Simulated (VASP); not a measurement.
Wanted: the native input for a VASP 6.6.1 run.

```yaml
Task: single point
Functional: PBEsol
Potentials_or_basis: VASP PAW PBE potentials, release 64 (Al)
Cutoff: 520 eV
k_mesh: 9 × 9 × 4
Occupations: gaussian, width 0.1 eV
Spin: no spin polarisation
Dipole_correction: no
Further_INCAR_settings: ALGO = Normal; EDIFF = 1e-06; NBANDS = 10
```

The structure of Al lies in POSCAR:

```
Al
1.0
    2.8124553515      0.0000000000      0.0000000000
   -1.4062276757      2.4356577814      0.0000000000
    0.0000000000      0.0000000000      4.8668500000
Al
2
Direct
    0.6666666700      0.3333333300      0.7500000000
    0.3333333300      0.6666666700      0.2500000000
```

One way to write it, as run:

INCAR

```
SYSTEM = Al
PREC = Accurate
ENCUT = 520
EDIFF = 1E-6
ISMEAR = 0
SIGMA = 0.1
LREAL = .False.
LASPH = .True.
NELM = 100
ALGO = Normal
ISIF = 2
LWAVE = .False.
LCHARG = .True.
GGA = PS
LELF = .True.
LVHAR = .True.
NBANDS = 10
```

KPOINTS

```
regular mesh
0
Gamma
  9 9 4
  0 0 0
```

Potentials or basis: VASP PAW PBE potentials, release 64 (Al).

Launch:

```bash
$ cat potpaw_PBE.64/Al/POTCAR > POTCAR
$ mpirun -np 1 vasp_std > vasp.out
```

Results of the run:

```yaml
Pressure: -0.8 GPa
Band_gap_on_the_k_mesh: zero (band 3 reaches 11.15 eV, above the bottom of band 4 at 4.98 eV)
```

Caveat: the PAW data sets were made with another functional, which shifts forces and pressure a little.

Wall time 23 s on 1 thread of AMD EPYC 7R13, on a shared host, peak memory 0.12 GiB.
